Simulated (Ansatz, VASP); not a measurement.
One calculation of WS2, two programs

Contents of INCAR:

```
PREC     = Accurate       # precision mode
ENCUT    = 520            # plane-wave cutoff, eV
EDIFF    = 1E-6           # SCF threshold, eV
ISMEAR   = 0              # smearing method
SIGMA    = 0.05           # smearing width, eV
LREAL    = F              # projectors in reciprocal space
LASPH    = T              # aspherical terms in the spheres
NELM     = 80             # most SCF steps
ALGO     = Normal         # electronic algorithm
ISIF     = 2              # what is computed and relaxed
LWAVE    = F              # write WAVECAR
LCHARG   = F              # write CHGCAR
GGA      = PS             # functional
NBANDS   = 20             # bands
```

The input KPOINTS:

```
regular mesh
0
Gamma
  12 12 12
```

Contents of POSCAR:

```
WS2
1.0
    1.5738034030      0.9086358184      6.3704647103
   -1.5738034030      0.9086358184      6.3704647103
    0.0000000000     -1.8172716367      6.3704647103
W S
1 2
Direct
    0.9697453114      1.0526800089      0.9725787195
    0.7848189997      0.7523742162      0.7210605972
    0.5767356890      0.5262457750      0.6376606835
```

Input for Ansatz:

```yaml
crystal:
  lattice:
    - [1.573803403, 0.9086358184, 6.3704647103]
    - [-1.573803403, 0.9086358184, 6.3704647103]
    - [0.0, -1.8172716367, 6.3704647103]
  atoms:
    - { symbol: W, position: [0.9697453114, 1.0526800089, 0.9725787195] }
    - { symbol: S, position: [0.7848189997, 0.7523742162, 0.7210605972] }
    - { symbol: S, position: [0.576735689, 0.526245775, 0.6376606835] }
basis:
  ecutwfc: 420
kpoints:
  mp_grid: { grid: [12, 12, 12] }
hamiltonian:
  xc: pbesol
scf:
  occupations: { method: gaussian, width: 0.05 }
output:
  forces: true
  stress: true
  eigenvalues: true
```

Change from the starting cell: all atoms moved at random, sigma 0.15 Å a component.

Alike in both runs: task single point; functional PBEsol; k mesh 12 × 12 × 12; occupations gaussian, width 0.05 eV; no spin polarisation.

|  | VASP | Ansatz |
| --- | --- | --- |
| version | VASP 6.6.1 | Ansatz 0.2.0 |
| potentials or method | VASP PAW PBE potentials, release 64 (W_sv, S), cutoff 520 eV | scalar-relativistic, plane waves, PAW |
| valence electrons in the cell | 26 | 26 |

VASP gave:

| Item | Value |
| --- | --- |
| gap on the k mesh at the Fermi level (eV) | 1.02 |
| least direct gap on the mesh (eV) | 1.43 |
| pressure (GPa) | -3.7 |
| traceless stress, the component that is largest in VASP (GPa) | -8.56 |
| rms of the force components (eV/Å) | 1.872 |

Task: Estimate Ansatz's values.

Result: gap on the k mesh at the Fermi level (eV): 1.01; least direct gap on the mesh (eV): 1.42; pressure (GPa): -3.8; traceless stress, the component that is largest in VASP (GPa): -8.53; rms of the force components (eV/Å): 1.872.

VASP's potentials were made for PBE, not for PBEsol. Atom by atom the forces differ by 0.008 eV/Å (rms over components).

Neither program's run includes spin-orbit coupling.
